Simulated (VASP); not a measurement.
# Si: relaxation of cell and atoms with PBE

Si:

```
Si
1.0
     0.00000    2.72185    2.72185
     2.72185    0.00000    2.72185
     2.72185    2.72185    0.00000
Si
2
Direct
  0.75000 0.75000 0.75000
  0.50000 0.50000 0.50000
```

```
Program                : VASP 6.6.1
Task                   : relaxation of cell and atoms
Functional             : PBE
Potentials or basis    : VASP PAW PBE potentials, release 64 (Si)
Cutoff                 : 600 eV
k mesh                 : 8 × 8 × 8
Occupations            : gaussian, width 0.02 eV
Spin                   : no spin polarisation
Dipole correction      : no
Further INCAR settings : ALGO = Normal; EDIFF = 1e-06; IBRION = 2; EDIFFG = -0.005; NSW = 100; ISIF = 3
```

* Relaxed volume: 20.44 Å³/atom
* Relaxed cell: a = 3.867 Å, b = 3.867 Å, c = 3.867 Å, α = 60.00°, β = 60.00°, γ = 60.00°
* Space group after relaxing (to 0.05 Å): Fd-3m (No. 227)
* Energy gained by relaxing: 1.1 meV/atom
* Ionic steps: 3
* Pressure after relaxing: 0.0 GPa
* Band gap on the k mesh: 0.65 eV, indirect (least direct gap 2.56 eV)

The path:
```
step  energy change (eV)  largest force (eV/Å)  pressure (GPa)  volume (Å³)
   1              0.0000                0.0000            1.27        40.33
   2             -0.0012                0.0000           -0.81        41.27
   3             -0.0022                0.0000            0.01        40.89
```

Final structure:
```yaml
crystal:
  lattice:
    - [0.00000, 2.73434, 2.73434]
    - [2.73434, 0.00000, 2.73434]
    - [2.73434, 2.73434, 0.00000]
  atoms:
    - { symbol: Si, position: [0.75000, 0.75000, 0.75000] }
    - { symbol: Si, position: [0.50000, 0.50000, 0.50000] }
```

Levels at points of the mesh, in eV from the valence-band top:
| k point | band 1 | band 2 | band 3 | band 4 | band 5 | band 6 | band 7 | band 8 |
| --- | --- | --- | --- | --- | --- | --- | --- | --- |
| (0.00, 0.00, 0.00) | -11.81 | 0.00 | 0.00 | 0.00 | 2.56 | 2.56 | 2.56 | 3.13 |
| (0.50, 0.00, 0.00) | -9.54 | -6.87 | -1.18 | -1.18 | 1.47 | 3.35 | 3.35 | 7.70 |
| (0.50, 0.50, 0.00) | -7.75 | -7.75 | -2.79 | -2.79 | 0.75 | 0.75 | 9.94 | 9.94 |

Wall time 8.5 s on 1 thread of AMD EPYC 9R45 96-Core Processor (Zen 5), with other jobs on the host, peak memory 0.14 GiB.

A k mesh can miss the band edges. Expect the measured gap to be larger: semilocal functionals such as PBE lack the derivative discontinuity.
